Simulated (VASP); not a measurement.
# LaNb2 (C15 type) (Fd-3m) in VASP: notebook

LaNb2 (C15 type) is run at these levels: PBEsol; tasks: single point.

Everything below comes from runs of VASP 6.6.1. Logs are shortened: lines on timing, memory, paths and dates and some standing lists are left out, and cuts for length are marked.

### Step 1. The cell of the first run

It takes space group Fd-3m (No. 227, cubic). Conventional cell: a = 8.096 Å, b = 8.096 Å, c = 8.096 Å, α = 90.00°, β = 90.00°, γ = 90.00°. La (site symmetry -43m) has 12 Nb at 3.36 Å and 4 La at 3.51 Å within 4.4 Å. Nb (site symmetry -3m) has 6 Nb at 2.86 Å and 6 La at 3.36 Å within 3.8 Å.

### Step 2. Single point, PBEsol

The input, INCAR:

```
SYSTEM = LaNb2
PREC = Accurate ; ENCUT = 520
EDIFF = 1E-6 ; ISMEAR = -1
SIGMA = 0.05 ; LREAL = .False.
LASPH = .True. ; NELM = 100
ALGO = Normal ; ISIF = 2
LWAVE = .False. ; LCHARG = .False.
GGA = PS ; NBANDS = 46
```

The input, KPOINTS:

```
regular mesh
0
Gamma
  7 7 7
  0 0 0
```

The input, POSCAR:

```
LaNb2
1.0
    0.0000000000      4.0480639725      4.0480639725
    4.0480639725      0.0000000000      4.0480639725
    4.0480639725      4.0480639725      0.0000000000
La Nb
2 4
Direct
    0.1250000000      0.1250000000      0.1250000000
   -0.1250000000     -0.1250000000     -0.1250000000
    0.5000000000      0.5000000000      0.5000000000
    0.5000000000      0.5000000000      0.0000000000
    0.5000000000      0.0000000000      0.5000000000
    0.0000000000      0.5000000000      0.5000000000
```

Potentials or basis: VASP PAW PBE potentials, release 64 (La, Nb_sv).

Run with:

```
cat potpaw_PBE.64/La/POTCAR potpaw_PBE.64/Nb_sv/POTCAR > POTCAR
mpirun -np 1 vasp_std > vasp.out
```

OUTCAR:

```text
SYSTEM = LaNb2
   PREC = Accurate
   ENCUT = 520
   EDIFF = 1E-6
   ISMEAR = -1
   LREAL = .False.
   LASPH = .True.
   NELM = 100
   ISIF = 2
   GGA = PS

 ion  position               nearest neighbor table
   1  0.125  0.125  0.125-   5 3.36   6 3.36   5 3.36   6 3.36   3 3.36   4 3.36   3 3.36   4 3.36
                             6 3.36   4 3.36   3 3.36   5 3.36   2 3.51   2 3.51   2 3.51   2 3.51
   2  0.875  0.875  0.875-   3 3.36   4 3.36   3 3.36   4 3.36   5 3.36   6 3.36   5 3.36   6 3.36
                             6 3.36   4 3.36   3 3.36   5 3.36   1 3.51   1 3.51   1 3.51   1 3.51
   3  0.500  0.500  0.500-   4 2.86   5 2.86   6 2.86   4 2.86   5 2.86   6 2.86   2 3.36   1 3.36
                             2 3.36   1 3.36   2 3.36   1 3.36
   4  0.500  0.500  0.000-   3 2.86   3 2.86   5 2.86   6 2.86   5 2.86   6 2.86   2 3.36   1 3.36
                             2 3.36   1 3.36   1 3.36   2 3.36
   5  0.500  0.000  0.500-   3 2.86   4 2.86   3 2.86   4 2.86   6 2.86   6 2.86   2 3.36   1 3.36
                             2 3.36   1 3.36   2 3.36   1 3.36
   6  0.000  0.500  0.500-   3 2.86   4 2.86   5 2.86   3 2.86   4 2.86   5 2.86   2 3.36   1 3.36
                             2 3.36   1 3.36   1 3.36   2 3.36

  LATTYP: Found a face centered cubic cell.
 ALAT       =     8.0961279450

  Lattice vectors:

 A1 = (   0.0000000000,   4.0480639725,   4.0480639725)
 A2 = (   4.0480639725,   0.0000000000,   4.0480639725)
 A3 = (   4.0480639725,   4.0480639725,   0.0000000000)

Analysis of symmetry for initial positions (statically):
=====================================================================
 Subroutine PRICEL returns:
 Original cell was already a primitive cell.

 Routine SETGRP: Setting up the symmetry group for a
 face centered cubic supercell.

 Subroutine GETGRP returns: Found 48 space group operations
 (whereof 12 operations were pure point group operations)
 out of a pool of 48 trial point group operations.

The static configuration has the point symmetry D_3d.
 The point group associated with its full space group is O_h .

Analysis of symmetry for dynamics (positions and initial velocities):
=====================================================================
 Subroutine PRICEL returns:
 Original cell was already a primitive cell.

 Routine SETGRP: Setting up the symmetry group for a
 face centered cubic supercell.

 Subroutine GETGRP returns: Found 48 space group operations
 (whereof 12 operations were pure point group operations)
 out of a pool of 48 trial point group operations.

The dynamic configuration has the point symmetry D_3d.
 The point group associated with its full space group is O_h .

 Subroutine INISYM returns: Found 48 space group operations
 (whereof 12 operations are pure point group operations),
 and found     1 'primitive' translations

----------------------------------------------------------------------------------------

                                     Primitive cell

  volume of cell :     132.6698

  direct lattice vectors                    reciprocal lattice vectors
     0.000000000  4.048063972  4.048063972    -0.123515835  0.123515835  0.123515835
     4.048063972  0.000000000  4.048063972     0.123515835 -0.123515835  0.123515835
     4.048063972  4.048063972  0.000000000     0.123515835  0.123515835 -0.123515835

  length of vectors
     5.724826971  5.724826971  5.724826971     0.213935701  0.213935701  0.213935701

  position of ions in fractional coordinates (direct lattice)
     0.125000000  0.125000000  0.125000000
     0.875000000  0.875000000  0.875000000
     0.500000000  0.500000000  0.500000000
     0.500000000  0.500000000  0.000000000
     0.500000000  0.000000000  0.500000000
     0.000000000  0.500000000  0.500000000

  ion indices of the primitive-cell ions
   primitive index   ion index
                 1           1
                 2           2
                 3           3
                 4           4
                 5           5
                 6           6

----------------------------------------------------------------------------------------

 KPOINTS: regular mesh

Automatic generation of k-mesh.
 Grid dimensions read from file:
 generate k-points for:    7    7    7

 Generating k-lattice:

  Cartesian coordinates                     Fractional coordinates (reciprocal lattice)
    -0.017645119  0.017645119  0.017645119     0.142857143  0.000000000  0.000000000
     0.017645119 -0.017645119  0.017645119     0.000000000  0.142857143  0.000000000
     0.017645119  0.017645119 -0.017645119     0.000000000  0.000000000  0.142857143

  Length of vectors
     0.030562243  0.030562243  0.030562243

  Shift w.r.t. Gamma in fractional coordinates (k-lattice)
     0.000000000  0.000000000  0.000000000

 Subroutine IBZKPT returns following result:
 ===========================================

 Found     20 irreducible k-points:

 Following reciprocal coordinates:
            Coordinates               Weight
  0.000000  0.000000  0.000000      1.000000
  0.142857  0.000000  0.000000      8.000000
  0.285714  0.000000  0.000000      8.000000
  0.428571  0.000000  0.000000      8.000000
  0.142857  0.142857  0.000000      6.000000
  0.285714  0.142857  0.000000     24.000000
[... 12 lines left out ...]
 -0.428571  0.428571  0.142857     24.000000
 -0.285714  0.428571  0.142857     24.000000
   k-points           NKPTS =     20   k-points in BZ     NKDIM =     20   number of bands    NBANDS=     46
   number of dos      NEDOS =    301   number of ions     NIONS =      6
   total plane-waves  NPLWV = 110592
   dimension x,y,z NGX =    48 NGY =   48 NGZ =   48
   dimension x,y,z NGXF=    96 NGYF=   96 NGZF=   96
   ions per type =               2   4
   NGX,Y,Z   is equivalent  to a cutoff of  13.94, 13.94, 13.94 a.u.
   NGXF,Y,Z  is equivalent  to a cutoff of  27.88, 27.88, 27.88 a.u.
 SYSTEM =  LaNb2
   PREC   = accura    normal or accurate (medium, high low for compatibility)
   ISTART =      0    job   : 0-new  1-cont  2-samecut
   ICHARG =      2    charge: 1-file 2-atom 10-const
   ISPIN  =      1    spin polarized calculation?
   LNONCOLLINEAR =      F non collinear calculations
   LSORBIT =      F    spin-orbit coupling
   LASPH  =      T    aspherical Exc in radial PAW
   ENCUT  =  520.0 eV  38.22 Ry    6.18 a.u.  10.64 10.64 10.64*2*pi/ulx,y,z
   NELM   =    100;   NELMIN=  2; NELMDL= -5     # of ELM steps
   EDIFF  = 0.1E-05   stopping-criterion for ELM
   LREAL  =      F    real-space projection
   EDIFFG = 0.1E-04   stopping-criterion for IOM
   NSW    =      0    number of steps for IOM
   IBRION =     -1    ionic relax: 0-MD 1-quasi-New 2-CG
   NFREE  =      0    steps in history (QN), initial steepest desc. (CG)
   ISIF   =      2    stress and relaxation
   ISYM   =      2    0-nonsym 1-usesym 2-fastsym
   POTIM  = 0.5000    time-step for ionic-motion
   TEBEG  =    0.0;   TEEND  =   0.0 temperature during run
   PSTRESS=    0.0 pullay stress
   NELECT =      74.0000    total number of electrons
   NUPDOWN=      -1.0000    fix difference up-down
   EMIN   =  10.00;   EMAX   =-10.00  energy-range for DOS
   EFERMI =   0.00;   METHOD = LEGACY
   ISMEAR =    -1;   SIGMA  =   0.05  broadening in eV -4-tet -1-fermi 0-gaus
   EFERMI_NEDOS =   21; number of points for ismear=-14 and -15
   IALGO  =     38    algorithm
   IMIX   =      4    mixing-type and parameters
     AMIX     =   0.40;   BMIX     =  1.00
     AMIX_MAG =   1.60;   BMIX_MAG =  1.00
  volume/ion in A,a.u.               =      22.11       149.22
  Fermi-wavevector in a.u.,A,eV,Ry     =   1.347601  2.546597 24.708573  1.816029
  Thomas-Fermi vector in A             =   2.475338
   LORBIT       =      0    0 simple, 1 ext, 2 COOP (PROOUT), +10 PAW based schemes
   GGA     = PS    functional components
   LHFCALC =     F    Hartree Fock is set to
   AEXX    =    0.0000 exact exchange contribution
   IVDW    =     0    specifies the selected vdW correction
   LEPSILON=     F    determine dielectric tensor
   LRPA    =     F    only Hartree local field effects (RPA)
 non-spin polarized calculation
  energy-cutoff  :      520.00
  volume of cell :      132.67
 maximum number of plane-waves:      3607
 NGX is ok and might be reduce to    48
   NGX = 21   NGY = 21   NGZ = 21

 number of electron      74.0000000 magnetization

 Free energy of the ion-electron system (eV)
  ---------------------------------------------------
  ext. energy  EPLUGINS =         0.00000000
  ---------------------------------------------------
  free energy    TOTEN  =       -52.75821683 eV

  energy without entropy =      -52.69599326  energy(sigma->0) =      -52.72710504

 E-fermi :  10.3858     XC(G=0): -11.6929

 val. band max:       10.3740435552   @ k =   0.4286   0.2857   0.0000
 cond. band min:      10.3991333744   @ k =   0.4286   0.2857   0.0000
 fundamental gap:      0.0250898192
 Fermi energy:        10.3857846084

 k-point     1 :       0.0000    0.0000    0.0000
  band No.  band energies     occupation
      1     -43.9594      2.00000
      2     -43.7495      2.00000
      3     -43.7495      2.00000
      4     -43.7495      2.00000
      5     -21.3156      2.00000
      6     -21.0541      2.00000
[... 38 lines left out ...]
     45      12.6208      0.00000
     46      12.7744      0.00000

 k-point     2 :       0.1429    0.0000    0.0000
  band No.  band energies     occupation
      1     -43.9519      2.00000
      2     -43.7574      2.00000
      3     -43.7495      2.00000
      4     -43.7495      2.00000
      5     -21.3154      2.00000
      6     -21.0569      2.00000
[... 38 lines left out ...]
     45      12.4477      0.00000
     46      12.7786      0.00000

 k-point     3 :       0.2857    0.0000    0.0000
  band No.  band energies     occupation
      1     -43.9322      2.00000
      2     -43.7778      2.00000
      3     -43.7496      2.00000
      4     -43.7496      2.00000
      5     -21.3105      2.00000
      6     -21.0741      2.00000
[... 38 lines left out ...]
     45      12.3216      0.00000
     46      12.3342      0.00000

 k-point     4 :       0.4286    0.0000    0.0000
  band No.  band energies     occupation
      1     -43.9114      2.00000
      2     -43.7992      2.00000
      3     -43.7496      2.00000
      4     -43.7496      2.00000
      5     -21.3009      2.00000
      6     -21.0976      2.00000
[... 724 lines left out ...]
     45      12.7840      0.00000
     46      12.9565      0.00000

 k-point    19 :      -0.4286    0.4286    0.1429
  band No.  band energies     occupation
      1     -43.8766      2.00000
      2     -43.8345      2.00000
      3     -43.7497      2.00000
      4     -43.7497      2.00000
      5     -21.2489      2.00000
      6     -21.1771      2.00000
[... 38 lines left out ...]
     45      12.7276      0.00000
     46      12.8557      0.00000

 k-point    20 :      -0.2857    0.4286    0.1429
  band No.  band energies     occupation
      1     -43.8701      2.00000
      2     -43.8410      2.00000
      3     -43.7497      2.00000
      4     -43.7497      2.00000
      5     -21.2400      2.00000
      6     -21.1863      2.00000
[... 38 lines left out ...]
     45      12.8515      0.00000
     46      13.0849      0.00000

------------------------ aborting loop because EDIFF is reached ----------------------------------------

  FORCE on cell =-STRESS in cart. coord.  units (eV):
  Direction    XX          YY          ZZ          XY          YZ          ZX
  --------------------------------------------------------------------------------------
  -------------------------------------------------------------------------------------
  Total       -0.1041099     -0.1041099     -0.1041099     -0.0000000      0.0000000      0.0000000
  in kB       -1.2572761     -1.2572761     -1.2572761     -0.0000000      0.0000000      0.0000000
  external PRESSURE =      -1.2572761 kB  Pullay stress =       0.0000000 kB

 VOLUME and BASIS-vectors are now :
 -----------------------------------------------------------------------------
  energy-cutoff  :      520.00
  volume of cell :      132.67
      direct lattice vectors                 reciprocal lattice vectors
     0.000000000  4.048063972  4.048063972    -0.123515835  0.123515835  0.123515835
     4.048063972  0.000000000  4.048063972     0.123515835 -0.123515835  0.123515835
     4.048063972  4.048063972  0.000000000     0.123515835  0.123515835 -0.123515835

 POSITION                                       TOTAL-FORCE (eV/Angst)
 -----------------------------------------------------------------------------------
      1.01202      1.01202      1.01202         0.000000     -0.000000     -0.000000
      7.08411      7.08411      7.08411        -0.000000      0.000000      0.000000
      4.04806      4.04806      4.04806        -0.000000     -0.000000     -0.000000
      2.02403      2.02403      4.04806        -0.000000     -0.000000     -0.000000
      2.02403      4.04806      2.02403        -0.000000     -0.000000     -0.000000
      4.04806      2.02403      2.02403        -0.000000     -0.000000     -0.000000
 -----------------------------------------------------------------------------------
    total drift:                               -0.000000     -0.000000     -0.000000

  FREE ENERGIE OF THE ION-ELECTRON SYSTEM (eV)
  ---------------------------------------------------
  free  energy   TOTEN  =       -52.7582168263 eV

  energy  without entropy=      -52.6959932604  energy(sigma->0) =      -52.72710504
```

It took 2.2 min on 1 thread of Intel Xeon 6975P-C (Granite Rapids), shared host; peak memory 0.38 GiB.

What came out:

| Property | Result |
| --- | --- |
| Free energy | -52.7582 eV |
| Pressure | -0.1 GPa |
| Band gap on the k mesh | zero (bands 37 and 38 overlap by 1.76 eV) |

Caveat: the PAW data sets were made with another functional, which shifts forces and pressure a little; spin-orbit coupling is left out, which moves the levels of the heavy elements.

### Step 3. Single point, PBEsol

The input, INCAR:

```
PREC     = Accurate       # precision mode
ENCUT    = 520            # plane-wave cutoff, eV
EDIFF    = 1E-6           # SCF threshold, eV
ISMEAR   = -1             # smearing method
SIGMA    = 0.05           # smearing width, eV
LREAL    = False          # projectors in reciprocal space
LASPH    = True           # aspherical terms in the spheres
NELM     = 60             # most SCF steps
ALGO     = Normal         # electronic algorithm
ISIF     = 2              # what is computed and relaxed
LWAVE    = False          # write WAVECAR
LCHARG   = True           # write CHGCAR
GGA      = PS             # functional
LELF     = True           # ELF
LVHAR    = True         
NBANDS   = 46             # bands
```

The input, KPOINTS:

```
Automatic mesh
0
Gamma
  7 7 7
```

POSCAR is that of step 2.

Potentials or basis: VASP PAW PBE potentials, release 64 (La, Nb_sv).

Run with:

```
cat potpaw_PBE.64/La/POTCAR potpaw_PBE.64/Nb_sv/POTCAR > POTCAR
mpirun -np 1 vasp_std > vasp.out
```

It took 2.2 min on 1 thread of Intel Xeon 6975P-C (Granite Rapids), shared host; peak memory 0.38 GiB.

It converged, with:

```yaml
Free_energy: -52.7582 eV
Pressure: -0.1 GPa
Band_gap_on_the_k_mesh: zero (bands 37 and 38 overlap by 1.76 eV)
```

Levels at points of the mesh, in eV from the Fermi level:
```
           k point  band 35  band 36  band 37  band 38  band 39  band 40
(0.00, 0.00, 0.00)    -0.19    -0.19     1.39     1.39     1.39     1.69
```

Caveat: the PAW data sets were made with another functional, which shifts forces and pressure a little; spin-orbit coupling is left out, which moves the levels of the heavy elements.

### Step 4. Single point, PBEsol

The input, INCAR:

```
SYSTEM = LaNb2
PREC = Accurate
ENCUT = 520
EDIFF = 1E-6
ISMEAR = -1
SIGMA = 0.05
LREAL = .FALSE.
LASPH = .TRUE.
NELM = 100
ALGO = Normal
ISIF = 2
LWAVE = .FALSE.
LCHARG = .FALSE.
GGA = PS
NBANDS = 46
```

The input, KPOINTS:

```
regular mesh
0
G
  7 7 7
  0 0 0
```

POSCAR: that of step 3 with these lines changed.

```diff
@@ -2,5 +2,5 @@
 1.0
-    0.0000000000      4.0480639725      4.0480639725
-    4.0480639725      0.0000000000      4.0480639725
-    4.0480639725      4.0480639725      0.0000000000
+    0.0000000000      4.0480639025      4.0480639025
+    4.0480639025      0.0000000000      4.0480639025
+    4.0480639025      4.0480639025      0.0000000000
 La Nb
```

Run with:

```
cat potpaw_PBE.64/La/POTCAR potpaw_PBE.64/Nb_sv/POTCAR > POTCAR
mpirun -np 1 vasp_std > vasp.out
```

It took 1.9 min on 1 thread of Intel Xeon 6975P-C (Granite Rapids), shared host; peak memory 0.38 GiB.

The run converged. Its results:

* Free energy: -52.7582 eV
* Pressure: -0.1 GPa
* Band gap on the k mesh: zero (bands 37 and 38 overlap by 1.76 eV)

Levels at points of the mesh, in eV from the Fermi level:
| k point | band 35 | band 36 | band 37 | band 38 | band 39 | band 40 |
| --- | --- | --- | --- | --- | --- | --- |
| (0.00, 0.00, 0.00) | -0.19 | -0.19 | 1.39 | 1.39 | 1.39 | 1.69 |

Caveat: the PAW data sets were made with another functional, which shifts forces and pressure a little; spin-orbit coupling is left out, which moves the levels of the heavy elements.

The gap in the log of VASP goes by the Fermi energy; the results here count the filled bands.